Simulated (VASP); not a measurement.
BaZrO3:

```
Ba Zr O
1.0
     4.19134    0.00000    0.00000
     0.00000    4.19134    0.00000
     0.00000    0.00000    4.19134
Ba Zr O
1 1 3
Direct
  0.00000 0.00000 0.00000
  0.50000 0.50000 0.50000
  0.00000 0.50000 0.50000
  0.50000 0.00000 0.50000
  0.50000 0.50000 0.00000
```

* Program: VASP 6.6.1
* Task: relaxation of cell and atoms
* Functional: LDA
* Potentials or basis: VASP PAW LDA potentials, release 64 (Ba_sv, Zr_sv, O)
* Cutoff: 600 eV
* k mesh: 3 × 3 × 3
* Occupations: gaussian, width 0.01 eV
* Spin: no spin polarisation

At the start: pressure -3.8 GPa; volume 14.73 Å³/atom.

Q: How do energy, volume and symmetry change on relaxing?

A: Over 3 steps the energy falls by 4.0 meV/atom and the volume is 14.39 Å³/atom (-2.3 %); space group Pm-3m (No. 221, to 0.05 Å).

The path:
| step | energy change (eV) | largest force (eV/Å) | pressure (GPa) | volume (Å³) |
| --- | --- | --- | --- | --- |
| 1 | 0.0000 | 0.0000 | -3.80 | 73.63 |
| 2 | 0.0114 | 0.0000 | 5.21 | 69.97 |
| 3 | -0.0202 | 0.0000 | -0.03 | 71.97 |

Final structure:
```xyz
5
Lattice="4.1596 0.0000 0.0000 0.0000 4.1596 0.0000 0.0000 0.0000 4.1596" Properties=species:S:1:pos:R:3 pbc="T T T"
Ba    0.0000    0.0000    0.0000
Zr    2.0798    2.0798    2.0798
O     0.0000    2.0798    2.0798
O     2.0798    0.0000    2.0798
O     2.0798    2.0798    0.0000
```

Caveat: the k points lie up to 0.50 Å⁻¹ apart in the final cell.
